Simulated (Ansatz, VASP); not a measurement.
# Si4Se3 in VASP and in Ansatz

```
Si Se
1.0
    -2.61851    2.61851    6.99351
     2.61851   -2.61851    6.99351
     2.61851    2.61851   -6.99351
Si Se
4 3
Direct
  0.58395 0.08395 0.50000
  0.08395 0.58395 0.50000
  0.41605 0.91605 0.50000
  0.91605 0.41605 0.50000
  0.75000 0.25000 0.50000
  0.25000 0.75000 0.50000
  0.00000 0.00000 0.00000
```

Alike in both runs: functional PBE; k mesh 4 × 4 × 4; occupations gaussian, width 0.2 eV; no spin polarisation.

Ansatz relaxed the structure, and its values are those at the end. VASP's run is a single point on that final structure, the one shown.

```csv
,VASP,Ansatz
version,VASP 6.6.1,Ansatz 0.2.0
potentials or method,"VASP PAW PBE potentials, release 64 (Si, Se), cutoff 500 eV","scalar-relativistic, plane waves, PAW"
valence electrons in the cell,34,64
```

Ansatz gave:

```
gap on the k mesh at the Fermi level (eV) : none
pressure (GPa)                            : 0.0
rms of the force components (eV/Å)        : 0.032
```

Q: Which values does VASP return?

A: gap on the k mesh at the Fermi level (eV): none; pressure (GPa): 0.0; rms of the force components (eV/Å): 0.027.

A gap of «none» marks a metal or a gap that the smearing closes. With one functional, cell and mesh, what is left measures potentials, basis and numerics. VASP's potentials hold 34 valence electrons a cell and Ansatz's 64, so a difference there can come from the potentials and not from the codes.

The k mesh is coarse, so the values compare programs but aren't converged.
